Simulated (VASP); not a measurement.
Input of a VASP 6.6.1 run:

File INCAR:

```
SYSTEM = Al5As
ALGO = Fast
EDIFF = 1E-6
ENCUT = 520
GGA = PE
ISIF = 2
ISMEAR = 0
LASPH = .TRUE.
LCHARG = .FALSE.
LREAL = .FALSE.
LWAVE = .FALSE.
NBANDS = 19
NELM = 60
PREC = Accurate
SIGMA = 0.1
```

The input KPOINTS:

```
k-points
0
G
  4 4 4
  0 0 0
```

The input POSCAR:

```
Al5As
1.0
    0.0000000000      3.8703103800      3.8703103800
    3.8703103800      0.0000000000      3.8703103800
    3.8703103800      3.8703103800      0.0000000000
Al As
5 1
Direct
    0.5822873400      0.5822873400      0.5822873400
    0.5822873400      0.5822873400      0.2531379800
    0.5822873400      0.2531379800      0.5822873400
    0.2531379800      0.5822873400      0.5822873400
    0.0000000000      0.0000000000      0.0000000000
    0.7500000000      0.7500000000      0.7500000000
```

Potentials or basis: VASP PAW PBE potentials, release 64 (Al, As).

Launch:

```sh
$ cat potpaw_PBE.64/Al/POTCAR potpaw_PBE.64/As/POTCAR > POTCAR
$ mpirun -np 1 vasp_std > vasp.out
```

(1) Estimate the largest force.

(2) Estimate the pressure.

(3) Predict the band gap on the k mesh.

Answers

(1) 31.152 eV/Å.

(2) 76.3 GPa.

(3) zero (band 10 reaches 7.07 eV, above the bottom of band 11 at 5.27 eV).

Caveat: forces of over 1 eV/Å act on the atoms, so gaps and moduli don't describe the material at rest.
